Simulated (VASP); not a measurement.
Input of a VASP 6.6.1 run:

The input POSCAR:

```
Pb7S9
1.0
    0.0000000000      5.9315000000      5.9315000000
    5.9315000000      0.0000000000      5.9315000000
    5.9315000000      5.9315000000      0.0000000000
S Pb
9 7
Direct
    0.0000000000      0.0000000000      0.0000000000
    0.2500000000      0.2500000000      0.2500000000
    0.2500000000      0.2500000000      0.7500000000
    0.2500000000      0.7500000000      0.2500000000
    0.2500000000      0.7500000000      0.7500000000
    0.7500000000      0.2500000000      0.2500000000
    0.7500000000      0.2500000000      0.7500000000
    0.7500000000      0.7500000000      0.2500000000
    0.7500000000      0.7500000000      0.7500000000
    0.0000000000      0.0000000000      0.5000000000
    0.0000000000      0.5000000000      0.0000000000
    0.0000000000      0.5000000000      0.5000000000
    0.5000000000      0.0000000000      0.0000000000
    0.5000000000      0.0000000000      0.5000000000
    0.5000000000      0.5000000000      0.0000000000
    0.5000000000      0.5000000000      0.5000000000
```

Contents of INCAR.step1:

```
ALGO = Normal
EDIFF = 1E-5
ENCUT = 440
GGA = PE
GGA_COMPAT = F
ISMEAR = -1
LASPH = T
LCHARG = F
LREAL = F
LWAVE = T
NBANDS = 90
NELECT = 150.0
NELM = 120
PREC = Accurate
SIGMA = 0.02
```

The input INCAR.step2:

```
ALGO = Normal
EDIFF = 1E-6
ENCUT = 440
GGA_COMPAT = F
ISIF = 2
ISMEAR = -1
ISTART = 1
LASPH = T
LCHARG = F
LMIXTAU = T
LREAL = F
LWAVE = F
METAGGA = R2SCAN
NBANDS = 90
NELECT = 150.0
NELM = 120
PREC = Accurate
SIGMA = 0.02
```

Contents of KPOINTS:

```
k-points
0
Gamma
  2 2 2
```

Potentials or basis: VASP PAW PBE potentials, release 64 (S, Pb_d).

Run with:

```bash
$ cat potpaw_PBE.64/S/POTCAR potpaw_PBE.64/Pb_d/POTCAR > POTCAR
$ cp INCAR.step1 INCAR
$ mpirun -np 1 vasp_std > vasp.out
$ cp INCAR.step2 INCAR
$ mpirun -np 1 vasp_std > vasp.out
```

Question: What does it give for the largest force?

Answer: 0.368 eV/Å.

Forces in eV/Å, atoms in the order of the input:
```
S    0.000  0.000  0.000
S    0.000  0.000  0.000
S    0.000  0.000 -0.368
S    0.000 -0.368  0.000
S    0.368  0.000  0.000
S   -0.368  0.000  0.000
S    0.000  0.368  0.000
S    0.000  0.000  0.368
S    0.000  0.000  0.000
Pb   0.000  0.000  0.000
Pb   0.000  0.000  0.000
Pb   0.000  0.000  0.000
Pb   0.000  0.000  0.000
Pb   0.000  0.000  0.000
Pb   0.000  0.000  0.000
Pb   0.000  0.000  0.000
```

Caveat: the k points lie up to 0.46 Å⁻¹ apart; the cell carries a net charge on a neutralising background, which shifts energy and pressure; the PAW data sets were made with another functional, which shifts forces and pressure a little.
